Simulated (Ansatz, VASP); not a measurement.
**WS2 in VASP and in Ansatz**

File INCAR:

```
SYSTEM = WS2
PREC = Accurate ; ENCUT = 520
EDIFF = 1E-7 ; ISMEAR = 0
SIGMA = 0.05 ; LREAL = Auto
LASPH = .True. ; NELM = 150
ALGO = Normal ; ISIF = 2
LWAVE = .False. ; LCHARG = .False.
LMAXMIX = 4 ; LDAU = .True.
LDAUTYPE = 2 ; LDAUL = -1 2
LDAUU = 0 3 ; LDAUJ = 0 0
LDAUPRINT = 1 ; LDIPOL = .True.
IDIPOL = 3 ; DIPOL = 0.5 0.5 0.500
GGA = PS ; NBANDS = 78
```

KPOINTS

```
Automatic mesh
0
Gamma
  9 9 1
  0 0 0
```

File POSCAR:

```
WS2
1.0
    3.1461313789      0.0000000000      0.0000000000
   -1.5730656895      2.7246296978      0.0000000000
    0.0000000000      0.0000000000     43.5185974013
S W
10 5
Direct
    0.3333333333      0.6666666667      0.1723401131
    0.3333333333      0.6666666667      0.2443813573
    0.6666666667      0.3333333333      0.3181597455
    0.6666666667      0.3333333333      0.3902009897
    0.3333333333      0.6666666667      0.4639793779
    0.3333333333      0.6666666667      0.5360206221
    0.6666666667      0.3333333333      0.6097990103
    0.6666666667      0.3333333333      0.6818402545
    0.3333333333      0.6666666667      0.7556186427
    0.3333333333      0.6666666667      0.8276598869
    0.6666666667      0.3333333333      0.2083607352
    0.3333333333      0.6666666667      0.3541803676
    0.6666666667      0.3333333333      0.5000000000
    0.3333333333      0.6666666667      0.6458196324
    0.6666666667      0.3333333333      0.7916392648
```

Input for Ansatz:

```yaml
crystal:
  lattice:
    - [3.1461313789, 0.0, 0.0]
    - [-1.5730656895, 2.7246296978, 0.0]
    - [0.0, 0.0, 43.5185974013]
  atoms:
    - { symbol: S, position: [0.3333333333, 0.6666666667, 0.1723401131] }
    - { symbol: W, position: [0.6666666667, 0.3333333333, 0.2083607352] }
    - { symbol: S, position: [0.3333333333, 0.6666666667, 0.2443813573] }
    - { symbol: S, position: [0.6666666667, 0.3333333333, 0.3181597455] }
    - { symbol: W, position: [0.3333333333, 0.6666666667, 0.3541803676] }
    - { symbol: S, position: [0.6666666667, 0.3333333333, 0.3902009897] }
    - { symbol: S, position: [0.3333333333, 0.6666666667, 0.4639793779] }
    - { symbol: W, position: [0.6666666667, 0.3333333333, 0.5] }
    - { symbol: S, position: [0.3333333333, 0.6666666667, 0.5360206221] }
    - { symbol: S, position: [0.6666666667, 0.3333333333, 0.6097990103] }
    - { symbol: W, position: [0.3333333333, 0.6666666667, 0.6458196324] }
    - { symbol: S, position: [0.6666666667, 0.3333333333, 0.6818402545] }
    - { symbol: S, position: [0.3333333333, 0.6666666667, 0.7556186427] }
    - { symbol: W, position: [0.6666666667, 0.3333333333, 0.7916392648] }
    - { symbol: S, position: [0.3333333333, 0.6666666667, 0.8276598869] }
basis:
  ecutwfc: 420
kpoints:
  mp_grid: { grid: [9, 9, 1] }
hamiltonian:
  xc: pbesol
  hubbard: { sites: [{ species: W, l: d, u_eff: 3.0 }], double_counting: fll }
scf:
  occupations: { method: gaussian, width: 0.05 }
output:
  forces: true
  eigenvalues: true
  stress: true
efield:
  axis: 3
  dipole_correction: true
  ramp_width: 0.04
```

Alike in both runs: task single point; functional PBEsol; k mesh 9 × 9 × 1; occupations gaussian, width 0.05 eV; no spin polarisation; Hubbard terms W d U = 3.0 eV.

|  | VASP | Ansatz |
| --- | --- | --- |
| version | VASP 6.6.1 | Ansatz 0.2.0 |
| potentials or method | VASP PAW PBE potentials, release 64 (S, W_sv), cutoff 520 eV | scalar-relativistic, plane waves, PAW |
| valence electrons in the cell | 130 | 130 |

|  | VASP | Ansatz | Ansatz less VASP |
| --- | --- | --- | --- |
| gap on the k mesh at the Fermi level (eV) | 1.32 | 1.37 | +0.055 |
| rms of the force components (eV/Å) | 0.141 | 0.006 | -0.1350 |

VASP's potentials were made for PBE, not for PBEsol. The programs project onto different local orbitals, so the same U acts differently, and such runs can settle in different states.

Neither program's run includes spin-orbit coupling.
